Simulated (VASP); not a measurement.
Runs of VASP 6.6.1 on CeBr2. The structure is that of space group Fm-3m (No. 225), or close to it. The cells are those of the table. 

| cell | k mesh for the DOS | occupations for the DOS | gap on the mesh (eV) | pressure (GPa) | moment (μB) |
| --- | --- | --- | --- | --- | --- |
| a = 5.050 Å, angles 60.0°, 3 atoms | - | - | none | -0.4 | 2.00 |
| a = 5.083 Å, angles 60.0°, 3 atoms | - | - | none | (a) | 2.00 |
| a = 5.050 Å, angles 60.0°, 3 atoms | 12 × 12 × 12 | tetrahedron | - | - | 2.00 |
| a = 5.000 Å, angles 60.0°, 3 atoms | - | - | none | 0.8 | 2.00 |

Alike in all rows: task single point; level PBEsol; potentials or basis VASP PAW PBE potentials, release 64 (Ce, Br); spin collinear, ferromagnetic start; k mesh 8 × 8 × 8; cutoff (eV) 520; smearing gaussian 0.05 eV.

Estimate the missing entries.

(a) -1.3.

Caveats: the magnetic or orbital state may not be the lowest; the PAW data sets were made with another functional, which shifts forces and pressure a little; spin-orbit coupling is left out, which moves the levels of the heavy elements; semilocal functionals describe open f shells poorly, which spoils levels, moments and volumes.

A k mesh can miss the band edges, and the runs leave out spin-orbit coupling on Br, Ce.

A gap of «none» marks levels without a gap at the run's occupations.
